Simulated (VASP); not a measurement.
Wanted: the native input for a VASP 6.6.1 run.

- Task: single point
- Functional: PBE
- Potentials or basis: VASP PAW PBE potentials, release 64 (Ti_sv, Co)
- Cutoff: 520 eV
- k mesh: 14 × 14 × 14
- Occupations: gaussian, width 0.1 eV
- Spin: collinear spin, ferromagnetic start
- Starting moments: [0.0, 1.09] μB
- Dipole correction: no
- Further INCAR settings: ALGO = Normal; EDIFF = 1e-06; NBANDS = 22

The structure of TiCo lies in POSCAR:

```
TiCo
1.0
    2.9918509045      0.0000000000      0.0000000000
    0.0000000000      2.9918509045      0.0000000000
    0.0000000000      0.0000000000      2.9918509045
Ti Co
1 1
Direct
    0.0000000000      0.0000000000      0.0000000000
    0.5000000000      0.5000000000      0.5000000000
```

These files were run (other wordings do the same):

INCAR

```
  PREC = Accurate
  ENCUT = 520
  EDIFF = 1E-6
  ISMEAR = 0
  SIGMA = 0.1
  LREAL = False
  LASPH = True
  NELM = 150
  ALGO = Normal
  ISIF = 2
  LWAVE = False
  LCHARG = True
  ISPIN = 2
  MAGMOM = 0 1.09
  LORBIT = 11
  LMAXMIX = 4
  GGA = PE
  LELF = True
  LVHAR = True
  NBANDS = 22
```

KPOINTS

```
regular mesh
0
Gamma
  14 14 14
```

Potentials or basis: VASP PAW PBE potentials, release 64 (Ti_sv, Co).

The run is started by

```sh
$ cat potpaw_PBE.64/Ti_sv/POTCAR potpaw_PBE.64/Co/POTCAR > POTCAR
$ mpirun -np 1 vasp_std > vasp.out
```

Results of the run:

```json
{"Pressure": "-1.5 GPa", "Net moment": "0.88 μB per cell", "Site moments": "Ti -0.03; Co +0.97 μB", "Valence electrons inside the program's atomic spheres": "Ti 10.28; Co 8.28"}
```

Run time: 47 s on 1 thread of Intel(R) Xeon(R) 6975P-C (Granite Rapids) (shared host), peak memory 0.23 GiB.
